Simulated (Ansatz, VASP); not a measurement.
**Two plane-wave programs on Na3Rh**

```
Na Rh
1.0
     4.48140    0.00000    0.00000
     0.00000    4.48140    0.00000
     0.00000    0.00000    4.48140
Na Rh
3 1
Direct
  0.00000 0.50000 0.50000
  0.50000 0.00000 0.50000
  0.50000 0.50000 0.00000
  0.00000 0.00000 0.00000
```

Alike in both runs: functional PBE; k mesh 4 × 4 × 4; occupations gaussian, width 0.1 eV; no spin polarisation.

Ansatz relaxed the structure, and its values are those at the end. VASP's run is a single point on that final structure, the one shown.

```csv
,VASP,Ansatz
version,VASP 6.6.1,Ansatz 0.2.0
potentials or method,"VASP PAW PBE potentials, release 64 (Na_pv, Rh_pv), cutoff 520 eV","scalar-relativistic, plane waves, PAW"
valence electrons in the cell,36,44
```

|  | VASP | Ansatz | Ansatz less VASP |
| --- | --- | --- | --- |
| gap on the k mesh at the Fermi level (eV) | none | none | - |
| pressure (GPa) | 0.2 | 0.2 | -0.02 |

A gap of «none» marks a metal or a gap that the smearing closes. VASP's potentials hold 36 valence electrons a cell and Ansatz's 44, so a difference there can come from the potentials and not from the codes.
